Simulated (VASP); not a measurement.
Runs of VASP 6.6.1 on Al3Ni2. The structure is that of space group P-3m1 (No. 164), or close to it. The cells are those of the table. 

| cell | further INCAR settings | gap on the mesh (eV) | pressure (GPa) | largest force (eV/Å) |
| --- | --- | --- | --- | --- |
| a = 3.903, b = 3.903, c = 4.738 Å, angles 90.0, 90.0, 120.0°, 5 atoms | ALGO = Fast; EDIFF = 1e-06; NBANDS = 22 | none | 13.4 | 0.15 |
| a = 3.803, b = 3.803, c = 4.981 Å, angles 90.0, 90.0, 120.0°, 5 atoms | ALGO = Fast; EDIFF = 1e-07; NBANDS = 22 | none | (b) | 0.29 |
| a = 3.803, b = 3.803, c = 4.616 Å, angles 90.0, 90.0, 120.0°, 5 atoms | ALGO = Fast; EDIFF = 1e-07; NBANDS = 22 | none | 30.6 | 0.33 |
| a = 3.803, b = 3.803, c = 5.102 Å, angles 90.0, 90.0, 120.0°, 5 atoms | ALGO = Fast; EDIFF = 1e-07; NBANDS = 22 | none | (a) | 0.30 |
| a = 3.803, b = 3.803, c = 4.859 Å, angles 90.0, 90.0, 120.0°, 5 atoms | ALGO = Fast; EDIFF = 1e-06; NBANDS = 22 | none | 18.6 | 0.29 |

Alike in all rows: task single point; level PBEsol; potentials or basis VASP PAW PBE potentials, release 64 (Al, Ni); no spin polarisation; k mesh 12 × 12 × 10; cutoff (eV) 520; smearing gaussian 0.15 eV.

Q: Estimate the missing entries.

A: (a) 9.3; (b) 13.8.

Caveats: the PAW data sets were made with another functional, which shifts forces and pressure a little; the cell stands under pressure (at least some runs); the stress differs along the axes, from 2 to 20 GPa (at least some runs); the stress differs along the axes, from -5 to 17 GPa (at least some runs); the stress differs along the axes, from 10 to 23 GPa (at least some runs).

A gap of «none» marks levels without a gap at the run's occupations.
